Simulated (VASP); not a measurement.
Here is a VASP 6.6.1 calculation.

The input POSCAR:

```
Ti
1.0
    4.8161848493      0.0000000000      0.0000000000
   -2.4080924247      4.1709384288      0.0000000000
    0.0000000000      0.0000000000      4.7316546998
Ti
4
Direct
    0.6666666667      0.3333333333      0.0000000000
    0.3333333333      0.6666666667      0.5000000000
    0.6666666667      0.3333333333      0.5000000000
    0.3333333333      0.6666666667      1.0000000000
```

Contents of INCAR.step1:

```
SYSTEM = Ti
ALGO = Normal ; EDIFF = 1E-4
ENCUT = 520 ; GGA = PE
ISMEAR = 0 ; LASPH = .TRUE.
LCHARG = .FALSE. ; LREAL = .FALSE.
LWAVE = .TRUE. ; NBANDS = 32
NELM = 100 ; PREC = Accurate
SIGMA = 0.1
```

File INCAR.step2:

```
SYSTEM = Ti
ALGO = Normal ; EDIFF = 1E-6
ENCUT = 520 ; ISIF = 2
ISMEAR = 0 ; ISTART = 1
LASPH = .TRUE. ; LCHARG = .FALSE.
LMIXTAU = .TRUE. ; LREAL = .FALSE.
LWAVE = .FALSE. ; METAGGA = R2SCAN
NBANDS = 32 ; NELM = 100
PREC = Accurate ; SIGMA = 0.1
```

The input KPOINTS:

```
k-points
0
G
  12 12 10
  0 0 0
```

Potentials or basis: VASP PAW PBE potentials, release 64 (Ti_sv).

Launch:

```sh
$ cat potpaw_PBE.64/Ti_sv/POTCAR > POTCAR
$ cp INCAR.step1 INCAR
$ mpirun -np 1 vasp_std > vasp.out
$ cp INCAR.step2 INCAR
$ mpirun -np 1 vasp_std > vasp.out
```

Q: Predict the band gap on the k mesh.

A: Zero (band 24 reaches 5.46 eV, above the bottom of band 25 at 4.34 eV).

Q: Predict the pressure.

A: 0.2 GPa.

Stress tensor (GPa, compression positive):
```
0.07 0.00 0.00
0.00 0.07 0.00
0.00 0.00 0.55
```

Caveat: the PAW data sets were made with another functional, which shifts forces and pressure a little.
